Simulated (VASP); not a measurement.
# Si7Sn (P1) in VASP: single point with HSE06

Aim: the single point of Si7Sn with HSE06.

Everything below comes from runs of VASP 6.6.1. Logs are shortened: lines on timing, memory, paths and dates and some standing lists are left out, and cuts for length are marked.

## (1) The cell of the first run

The typed cell holds 64 atoms: a = 11.140 Å, b = 11.140 Å, c = 11.140 Å, α = 90.00°, β = 90.00°, γ = 90.00°.

## (2) Single point, HSE06

File POSCAR:

```
Si7Sn
1.0
   11.1400450000      0.0000000000      0.0000000000
    0.0000000000     11.1400450000      0.0000000000
    0.0000000000      0.0000000000     11.1400450000
Sn Si
8 56
Direct
    0.9859210000      0.9919860000      0.0071820000
    0.1270200000      0.1472000000      0.1261680000
    0.2426200000      0.7357560000      0.0075740000
    0.3978060000      0.8768140000      0.1266320000
    0.2518310000      0.0016490000      0.2729260000
    0.3873630000      0.6112080000      0.8623720000
    0.8614670000      0.1371210000      0.8622950000
    0.1246300000      0.8740440000      0.8500610000
    0.9968930000      0.9985020000      0.5027630000
    0.9959810000      0.4955460000      0.0003760000
    0.9986910000      0.4993860000      0.4979550000
    0.5147530000      0.0126520000      0.9863780000
    0.5039720000      0.0019130000      0.4986770000
    0.5113770000      0.4916510000      0.0096470000
    0.4993350000      0.4993070000      0.5007840000
    0.1290220000      0.1283130000      0.6169880000
    0.1098180000      0.6101730000      0.1391760000
    0.1213130000      0.6202070000      0.6191350000
    0.6266670000      0.1280700000      0.1263150000
    0.6241280000      0.1239300000      0.6220730000
    0.6296520000      0.6200960000      0.1286390000
    0.6275300000      0.6255740000      0.6223520000
    0.2631340000      0.2643930000      0.9863920000
    0.2524310000      0.2536960000      0.4988970000
    0.2489200000      0.7465410000      0.5028220000
    0.7422080000      0.2611690000      0.0098130000
    0.7497120000      0.2490090000      0.5007630000
    0.7459660000      0.7456320000      0.0003610000
    0.7499080000      0.7483320000      0.4980770000
    0.3783300000      0.3763810000      0.1264630000
    0.3743400000      0.3738970000      0.6223380000
    0.3787020000      0.8786680000      0.6170680000
    0.8706240000      0.3793230000      0.1289440000
    0.8759540000      0.3771730000      0.6223940000
    0.8604270000      0.8595700000      0.1392350000
    0.8706440000      0.8710090000      0.6192870000
    0.2630400000      0.0127140000      0.7348630000
    0.2484380000      0.4956370000      0.2533210000
    0.2420320000      0.4920950000      0.7364150000
    0.7458740000      0.9982350000      0.2532720000
    0.7423620000      0.9918320000      0.7363110000
    0.7503480000      0.5000600000      0.2530280000
    0.7492160000      0.4988690000      0.7509270000
    0.3877660000      0.1374680000      0.3883030000
    0.3823710000      0.1319570000      0.8673060000
    0.3739640000      0.6221680000      0.3769220000
    0.8725510000      0.1236050000      0.3768880000
    0.8709180000      0.6205290000      0.3791930000
    0.8724630000      0.6220770000      0.8754730000
    0.9884870000      0.2629910000      0.2614550000
    0.0095970000      0.2586980000      0.7386950000
    0.9913600000      0.7410720000      0.2586570000
    0.9874400000      0.7369960000      0.7350920000
    0.5015320000      0.2511960000      0.2509750000
    0.5043220000      0.2538590000      0.7464900000
    0.5135800000      0.7378560000      0.2615040000
    0.5090960000      0.7591770000      0.7387300000
    0.1242740000      0.3760880000      0.3790800000
    0.1261800000      0.3790940000      0.8703820000
    0.1129340000      0.8625300000      0.3873900000
    0.6255790000      0.3752250000      0.3753060000
    0.6260160000      0.3755400000      0.8776130000
    0.6266210000      0.8737780000      0.3790510000
    0.6295400000      0.8758160000      0.8703180000
```

File INCAR.step1:

```
SYSTEM = Si7Sn
ALGO     = Normal         ! electronic algorithm
EDIFF    = 1E-5           ! SCF threshold, eV
ENCUT    = 520            ! plane-wave cutoff, eV
GGA      = PE             ! functional
ISIF     = 2              ! what is computed and relaxed
ISMEAR   = -1             ! smearing method
LASPH    = .True.         ! aspherical terms in the spheres
LCHARG   = .False.        ! write CHGCAR
LREAL    = Auto         
LUSENCCL = .False.      
LWAVE    = .True.         ! write WAVECAR
NBANDS   = 206            ! bands
NELM     = 80             ! most SCF steps
PREC     = Accurate       ! precision mode
SIGMA    = 0.05           ! smearing width, eV
```

File INCAR.step2:

```
SYSTEM = Si7Sn
ALGO     = Normal         ! electronic algorithm
EDIFF    = 1E-7           ! SCF threshold, eV
ENCUT    = 520            ! plane-wave cutoff, eV
GGA      = PE             ! functional
HFSCREEN = 0.2079         ! screening, 1/A
ISIF     = 2              ! what is computed and relaxed
ISMEAR   = -1             ! smearing method
ISTART   = 1            
LASPH    = .True.         ! aspherical terms in the spheres
LCHARG   = .False.        ! write CHGCAR
LHFCALC  = .True.         ! exact exchange
LREAL    = Auto         
LUSENCCL = .False.      
LWAVE    = .False.        ! write WAVECAR
NBANDS   = 206            ! bands
NELM     = 80             ! most SCF steps
PREC     = Accurate       ! precision mode
PRECFOCK = Fast         
SIGMA    = 0.05           ! smearing width, eV
```

File KPOINTS:

```
k-points
0
Gamma
  1 1 1
  0 0 0
```

Potentials or basis: VASP PAW PBE potentials, release 64 (Sn_d, Si).

The run is started by

```sh
cat potpaw_PBE.64/Sn_d/POTCAR potpaw_PBE.64/Si/POTCAR > POTCAR
cp INCAR.step1 INCAR
mpirun -np 1 vasp_gam > vasp.out
cp INCAR.step2 INCAR
mpirun -np 1 vasp_gam > vasp.out
```

OUTCAR:

```text
SYSTEM = Si7Sn
   EDIFF = 1E-7
   ENCUT = 520
   GGA = PE
   HFSCREEN = 0.2079
   ISIF = 2
   ISMEAR = -1
   ISTART = 1
   LASPH = .True.
   LHFCALC = .True.
   LREAL = Auto
   NELM = 80
   PREC = Accurate
   PRECFOCK = Fast

 ion  position               nearest neighbor table
   1  0.986  0.992  0.007-  35 2.51   7 2.67   8 2.68   2 2.69
   2  0.127  0.147  0.126-  50 2.51  23 2.54   1 2.69   5 2.69
   3  0.243  0.736  0.008-  17 2.51   6 2.67   8 2.68   4 2.69
   4  0.398  0.877  0.127-  56 2.51  12 2.54   3 2.69   5 2.69
   5  0.252  0.002  0.273-  44 2.50  60 2.53   4 2.69   2 2.69
   6  0.387  0.611  0.862-  39 2.52  14 2.52  57 2.54   3 2.67
[... 56 lines left out ...]
  63  0.627  0.874  0.379-  56 2.37  29 2.37  40 2.38  13 2.38
  64  0.630  0.876  0.870-  41 2.34  12 2.37  57 2.37  28 2.43

  LATTYP: Found a simple cubic cell.
 ALAT       =    11.1400450000

  Lattice vectors:

 A1 = (  11.1400450000,   0.0000000000,   0.0000000000)
 A2 = (   0.0000000000,  11.1400450000,   0.0000000000)
 A3 = (   0.0000000000,   0.0000000000,  11.1400450000)

Analysis of symmetry for initial positions (statically):
=====================================================================
 Subroutine PRICEL returns:
 Original cell was already a primitive cell.

 Routine SETGRP: Setting up the symmetry group for a
 simple cubic supercell.

 Subroutine GETGRP returns: Found  1 space group operations
 (whereof  1 operations were pure point group operations)
 out of a pool of 48 trial point group operations.

The static configuration has the point symmetry C_1 .

Analysis of symmetry for dynamics (positions and initial velocities):
=====================================================================
 Subroutine PRICEL returns:
 Original cell was already a primitive cell.

 Routine SETGRP: Setting up the symmetry group for a
 simple cubic supercell.

 Subroutine GETGRP returns: Found  1 space group operations
 (whereof  1 operations were pure point group operations)
 out of a pool of 48 trial point group operations.

The dynamic configuration has the point symmetry C_1 .

 Subroutine INISYM returns: Found  1 space group operations
 (whereof  1 operations are pure point group operations),
 and found     1 'primitive' translations

----------------------------------------------------------------------------------------

                                     Primitive cell

  volume of cell :    1382.4863

  direct lattice vectors                    reciprocal lattice vectors
    11.140045000  0.000000000  0.000000000     0.089766244  0.000000000  0.000000000
     0.000000000 11.140045000  0.000000000     0.000000000  0.089766244  0.000000000
     0.000000000  0.000000000 11.140045000     0.000000000  0.000000000  0.089766244

  length of vectors
    11.140045000 11.140045000 11.140045000     0.089766244  0.089766244  0.089766244

  position of ions in fractional coordinates (direct lattice)
     0.985921000  0.991986000  0.007182000
     0.127020000  0.147200000  0.126168000
     0.242620000  0.735756000  0.007574000
     0.397806000  0.876814000  0.126632000
     0.251831000  0.001649000  0.272926000
     0.387363000  0.611208000  0.862372000
[... 56 lines left out ...]
     0.626621000  0.873778000  0.379051000
     0.629540000  0.875816000  0.870318000

  ion indices of the primitive-cell ions
   primitive index   ion index
                 1           1
                 2           2
                 3           3
                 4           4
                 5           5
                 6           6
[... 56 lines left out ...]
                63          63
                64          64

----------------------------------------------------------------------------------------

 KPOINTS: k-points

Automatic generation of k-mesh.
 Grid dimensions read from file:
 generate k-points for:    1    1    1

 Generating k-lattice:

  Cartesian coordinates                     Fractional coordinates (reciprocal lattice)
     0.089766244  0.000000000  0.000000000     1.000000000  0.000000000  0.000000000
     0.000000000  0.089766244  0.000000000     0.000000000  1.000000000  0.000000000
     0.000000000  0.000000000  0.089766244     0.000000000  0.000000000  1.000000000

  Length of vectors
     0.089766244  0.089766244  0.089766244

  Shift w.r.t. Gamma in fractional coordinates (k-lattice)
     0.000000000  0.000000000  0.000000000

 Subroutine IBZKPT returns following result:
 ===========================================

 Found      1 irreducible k-points:

 Following reciprocal coordinates:
            Coordinates               Weight
  0.000000  0.000000  0.000000      1.000000
   k-points           NKPTS =      1   k-points in BZ     NKDIM =      1   number of bands    NBANDS=    206
   number of dos      NEDOS =    301   number of ions     NIONS =     64
   total plane-waves  NPLWV = 592704
   dimension x,y,z NGX =    84 NGY =   84 NGZ =   84
   dimension x,y,z NGXF=   168 NGYF=  168 NGZF=  168
   ions per type =               8  56
   NGX,Y,Z   is equivalent  to a cutoff of  12.54, 12.54, 12.54 a.u.
   NGXF,Y,Z  is equivalent  to a cutoff of  25.07, 25.07, 25.07 a.u.
 SYSTEM =  Si7Sn
   PREC   = accura    normal or accurate (medium, high low for compatibility)
   ISTART =      1    job   : 0-new  1-cont  2-samecut
   ICHARG =      0    charge: 1-file 2-atom 10-const
   ISPIN  =      1    spin polarized calculation?
   LNONCOLLINEAR =      F non collinear calculations
   LSORBIT =      F    spin-orbit coupling
   LASPH  =      T    aspherical Exc in radial PAW
   ENCUT  =  520.0 eV  38.22 Ry    6.18 a.u.  20.71 20.71 20.71*2*pi/ulx,y,z
   NELM   =     80;   NELMIN=  2; NELMDL=  0     # of ELM steps
   EDIFF  = 0.1E-06   stopping-criterion for ELM
   LREAL  =      T    real-space projection
   EDIFFG = 0.1E-05   stopping-criterion for IOM
   NSW    =      0    number of steps for IOM
   IBRION =     -1    ionic relax: 0-MD 1-quasi-New 2-CG
   NFREE  =      0    steps in history (QN), initial steepest desc. (CG)
   ISIF   =      2    stress and relaxation
   ISYM   =      3    0-nonsym 1-usesym 2-fastsym
   POTIM  = 0.5000    time-step for ionic-motion
   TEBEG  =    0.0;   TEEND  =   0.0 temperature during run
   PSTRESS=    0.0 pullay stress
   NELECT =     336.0000    total number of electrons
   NUPDOWN=      -1.0000    fix difference up-down
   EMIN   =  10.00;   EMAX   =-10.00  energy-range for DOS
   EFERMI =   0.00;   METHOD = LEGACY
   ISMEAR =    -1;   SIGMA  =   0.05  broadening in eV -4-tet -1-fermi 0-gaus
   EFERMI_NEDOS =   21; number of points for ismear=-14 and -15
   IALGO  =     38    algorithm
   IMIX   =      1    mixing-type and parameters
     AMIX     =   0.40;   BMIX     =  1.00
     AMIX_MAG =   1.60;   BMIX_MAG =  1.00
  volume/ion in A,a.u.               =      21.60       145.77
  Fermi-wavevector in a.u.,A,eV,Ry     =   1.021647  1.930633 14.201260  1.043763
  Thomas-Fermi vector in A             =   2.155283
   LORBIT       =      0    0 simple, 1 ext, 2 COOP (PROOUT), +10 PAW based schemes
   GGA     = PE    functional components
   LHFCALC =     T    Hartree Fock is set to
   PRECFOCK=fast      Normal, Fast or Accurate (Low or Medium for compatibility)
   ENCUT4O =  -1.0   cutoff for four orbital integrals eV
   NKREDX  =     1    reduce k-point grid by
   NKREDY  =     1    reduce k-point grid by
   NKREDZ  =     1    reduce k-point grid by
   AEXX    =    0.2500 exact exchange contribution
   HFSCREEN=    0.2079 screening length (either q_TF or 0.3 A-1)
   HFSCREENC=   0.2079 screening length for correlation (either q_TF or 0.3 A-1)
   ENCUTFOCK=  -1.0 apply spherical cutoff to Coloumb kernel
   IVDW    =     0    specifies the selected vdW correction
   LEPSILON=     F    determine dielectric tensor
   LRPA    =     F    only Hartree local field effects (RPA)
 non-spin polarized calculation
  energy-cutoff  :      520.00
  volume of cell :     1382.49
 maximum number of plane-waves:     18693
 NGX is ok and might be reduce to    84
  NGX = 42; NGY = 42; NGZ = 42

 number of electron     336.0000008 magnetization

 Free energy of the ion-electron system (eV)
  ---------------------------------------------------
  ext. energy  EPLUGINS =         0.00000000
  ---------------------------------------------------
  free energy    TOTEN  =      -376.42689814 eV

  energy without entropy =     -376.42458329  energy(sigma->0) =     -376.42574072

 E-fermi :   6.3044     XC(G=0):  -7.8013

 val. band max:        5.9724175643   @ k =   0.0000   0.0000   0.0000
 cond. band min:       6.6814228331   @ k =   0.0000   0.0000   0.0000
 fundamental gap:      0.7090052688
 Fermi energy:         6.3044143031

 k-point     1 :       0.0000    0.0000    0.0000
  band No.  band energies     occupation
      1     -17.5912      2.00000
      2     -17.5632      2.00000
      3     -17.5452      2.00000
      4     -17.4916      2.00000
      5     -17.4916      2.00000
      6     -17.4392      2.00000
[... 172 lines left out ...]
    179       7.3397      0.00000
    180       7.3427      0.00000
 [bands above 180 left out]

------------------------ aborting loop because EDIFF is reached ----------------------------------------

  FORCE on cell =-STRESS in cart. coord.  units (eV):
  Direction    XX          YY          ZZ          XY          YZ          ZX
  --------------------------------------------------------------------------------------
  -------------------------------------------------------------------------------------
  Total        3.6526514      3.6466001      3.9517602      2.4013636     -1.4557638     -1.4549211
  in kB        4.2330946      4.2260817      4.5797348      2.7829645     -1.6870994     -1.6861227
  external PRESSURE =       4.3463037 kB  Pullay stress =       0.0000000 kB

 VOLUME and BASIS-vectors are now :
 -----------------------------------------------------------------------------
  energy-cutoff  :      520.00
  volume of cell :     1382.49
      direct lattice vectors                 reciprocal lattice vectors
    11.140045000  0.000000000  0.000000000     0.089766244  0.000000000  0.000000000
     0.000000000 11.140045000  0.000000000     0.000000000  0.089766244  0.000000000
     0.000000000  0.000000000 11.140045000     0.000000000  0.000000000  0.089766244

 POSITION                                       TOTAL-FORCE (eV/Angst)
 -----------------------------------------------------------------------------------
     10.98320     11.05077      0.08001         0.032967      0.025097     -0.010102
      1.41501      1.63981      1.40552        -0.031333     -0.082282      0.008578
      2.70280      8.19635      0.08437         0.024457      0.028394     -0.018748
      4.43158      9.76775      1.41069        -0.079386     -0.029863      0.008554
      2.80541      0.01837      3.04041         0.028233      0.035217     -0.076929
      4.31524      6.80888      9.60686        -0.035980      0.048457      0.030597
[... 56 lines left out ...]
      6.98059      9.73393      4.22265         0.005034     -0.019835     -0.003931
      7.01310      9.75663      9.69538        -0.017071      0.012620     -0.052192
 -----------------------------------------------------------------------------------
    total drift:                               -0.015169     -0.018014     -0.042193

  FREE ENERGIE OF THE ION-ELECTRON SYSTEM (eV)
  ---------------------------------------------------
  free  energy   TOTEN  =      -376.4268981360 eV

  energy  without entropy=     -376.4245832949  energy(sigma->0) =     -376.42574072
```

Run time: 4.7 min. Hardware: 1 × NVIDIA H100 80GB with 1 thread of Intel Xeon Platinum 8481C at 2.70GHz (Sapphire Rapids), shared host; peak memory 1.6 GiB.

Results:

- Free energy: -376.4269 eV
- Pressure: 0.4 GPa
- Largest force: 0.089 eV/Å
- Band gap on the k mesh: 0.71 eV

Forces on the atoms (eV/Å):
```
Sn   0.033  0.025 -0.010
Sn  -0.031 -0.082  0.009
Sn   0.024  0.028 -0.019
Sn  -0.079 -0.030  0.009
Sn   0.028  0.035 -0.077
Sn  -0.036  0.048  0.031
Sn   0.046 -0.036  0.032
Sn  -0.014 -0.026  0.082
Si  -0.002 -0.026 -0.003
Si  -0.003 -0.001  0.028
Si  -0.026  0.004  0.005
Si  -0.030 -0.038  0.044
Si   0.000  0.037  0.014
Si  -0.018  0.018 -0.036
Si   0.017 -0.008  0.002
Si   0.006  0.035  0.023
Si   0.048  0.060 -0.037
Si  -0.009 -0.024  0.008
Si   0.008  0.034 -0.001
Si  -0.005 -0.007 -0.003
Si  -0.020 -0.025  0.030
Si   0.005  0.009 -0.016
Si  -0.042 -0.032  0.044
Si   0.037  0.000  0.009
Si  -0.027 -0.003 -0.005
Si   0.014 -0.022 -0.037
Si  -0.009  0.015  0.001
Si  -0.001 -0.004  0.028
Si   0.004 -0.024  0.006
Si   0.035  0.005 -0.007
Si  -0.010 -0.008 -0.005
Si   0.034  0.005  0.021
Si  -0.026 -0.019  0.021
Si   0.010  0.003 -0.016
Si   0.062  0.043 -0.040
Si  -0.025 -0.009  0.006
Si  -0.043 -0.043  0.021
Si  -0.019 -0.007  0.007
Si   0.036  0.017  0.007
Si  -0.004 -0.023  0.008
Si   0.016  0.031  0.009
Si   0.011  0.007  0.012
Si  -0.004 -0.005 -0.017
Si  -0.044 -0.045 -0.053
Si   0.008  0.009 -0.005
Si   0.040  0.000  0.007
Si   0.000  0.038  0.007
Si  -0.024 -0.020  0.005
Si  -0.002 -0.002 -0.032
Si   0.043 -0.002 -0.042
Si  -0.052 -0.009  0.021
Si  -0.007 -0.007  0.005
Si   0.045  0.045  0.003
Si   0.007  0.010  0.044
Si   0.008  0.011 -0.013
Si  -0.007  0.048 -0.044
Si  -0.010 -0.050  0.020
Si  -0.021  0.010 -0.003
Si   0.015 -0.015 -0.053
Si   0.032  0.036 -0.035
Si   0.001  0.003  0.006
Si  -0.012 -0.009  0.029
Si   0.005 -0.020 -0.004
Si  -0.017  0.013 -0.052
```

Stress tensor (GPa, compression positive):
```
 0.42  0.28 -0.17
 0.28  0.42 -0.17
-0.17 -0.17  0.46
```

Caveat: the k points lie up to 0.56 Å⁻¹ apart; the PAW data sets were made with another functional, which shifts forces and pressure a little; spin-orbit coupling is left out, which moves the levels of the heavy elements; an odd mesh through Γ misses points on the zone boundary, where band edges can lie.
